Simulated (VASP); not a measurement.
The system is Sb.

```
Sb
1.0
    -0.03695    3.13344    0.04662
     0.00808    0.09324    6.28805
     6.24254   -0.07390    0.00808
Sb
4
Direct
  0.52751 0.97206 0.24402
  0.48347 0.54088 0.23035
  0.52598 0.99439 0.77288
  0.46304 0.49268 0.75275
```

```yaml
Program: VASP 6.6.1
Task: relaxation of cell and atoms
Functional: PBE
Potentials_or_basis: VASP PAW PBE potentials, release 64 (Sb)
Cutoff: 600 eV
k_mesh: 8 × 4 × 4
Occupations: gaussian, width 0.2 eV
Spin: no spin polarisation
```

At the start: pressure 1.8 GPa; volume 30.74 Å³/atom.

Q: How do energy, volume and symmetry change on relaxing?

A: Over 27 steps the energy falls by 39.6 meV/atom and the volume is 30.16 Å³/atom (-1.9 %); space group P1 (No. 1, to 0.1 Å) before, R-3m (No. 166, to 0.1 Å).

Step by step:
```csv
step,energy change (eV),largest force (eV/Å),pressure (GPa),volume (Å³)
1,0.0000,1.2021,1.79,122.95
2,-0.0556,0.1248,-1.82,129.14
3,-0.0771,0.3263,-0.66,126.81
4,-0.0985,0.2977,-0.33,125.22
5,-0.1271,0.2405,1.03,120.48
6,-0.1385,0.1509,0.58,120.92
7,-0.1460,0.0704,0.00,121.57
8,-0.1465,0.0642,-0.15,121.76
9,-0.1465,0.0627,-0.19,121.82
10,-0.1483,0.0633,-0.12,121.54
11,-0.1499,0.0627,0.06,120.90
12,-0.1512,0.0571,0.06,120.80
13,-0.1536,0.0561,0.09,120.50
14,-0.1537,0.0550,0.11,120.39
15,-0.1549,0.0497,0.02,120.55
16,-0.1552,0.0457,-0.06,120.71
17,-0.1553,0.0462,-0.05,120.69
18,-0.1558,0.0430,0.00,120.57
19,-0.1562,0.0406,0.13,120.33
20,-0.1565,0.0389,0.09,120.42
21,-0.1573,0.0343,-0.02,120.68
22,-0.1575,0.0267,-0.24,121.19
23,-0.1576,0.0295,-0.15,120.98
24,-0.1581,0.0272,-0.03,120.74
25,-0.1581,0.0263,0.03,120.63
26,-0.1581,0.0262,0.03,120.61
27,-0.1583,0.0240,0.02,120.65
```

Final structure:
```
CELL_PARAMETERS angstrom
-0.03830 3.11316 -0.02272
-0.05122 -0.04829 6.22737
6.22512 -0.07552 -0.04999
ATOMIC_POSITIONS crystal
Sb 0.50684 0.00293 0.25268
Sb 0.49908 0.50038 0.24868
Sb 0.50114 0.99656 0.75081
Sb 0.49295 0.50013 0.74782
```
